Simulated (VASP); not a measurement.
A run of VASP 6.6.1:

The input INCAR:

```
  ALGO = Normal
  EDIFF = 1E-6
  ENCUT = 520
  GGA = PE
  ISIF = 2
  ISMEAR = 0
  LASPH = True
  LCHARG = True
  LELF = True
  LREAL = False
  LVHAR = True
  LWAVE = False
  NBANDS = 20
  NELM = 100
  PREC = Accurate
  SIGMA = 0.1
```

The input KPOINTS:

```
k-points
0
Gamma
  4 4 4
```

File POSCAR:

```
Be3NbAs
1.0
    4.1584033868      0.0000000000      0.0000000000
    0.0000000000      4.1584033868      0.0000000000
    0.0000000000      0.0000000000      4.1584033868
Be Nb As
3 1 1
Direct
    0.0000000000      0.5000000000      0.5000000000
    0.5000000000      0.0000000000      0.5000000000
    0.5000000000      0.5000000000      0.0000000000
    0.0000000000      0.0000000000      0.0000000000
    0.5000000000      0.5000000000      0.5000000000
```

Potentials or basis: VASP PAW PBE potentials, release 64 (Be, Nb_sv, As).

Launch:

```bash
$ cat potpaw_PBE.64/Be/POTCAR potpaw_PBE.64/Nb_sv/POTCAR potpaw_PBE.64/As/POTCAR > POTCAR
$ mpirun -np 1 vasp_std > vasp.out
```

Hardware: 1 thread of Intel(R) Xeon(R) Platinum 8488C (Sapphire Rapids) (shared host).

**Question.** How long does it take, and how much memory?

**Answer.** Run time: 8.7 s on 1 thread of Intel(R) Xeon(R) Platinum 8488C (Sapphire Rapids), with other jobs on the host, peak memory 0.18 GiB. Counts: scf iterations 13, k points 10.
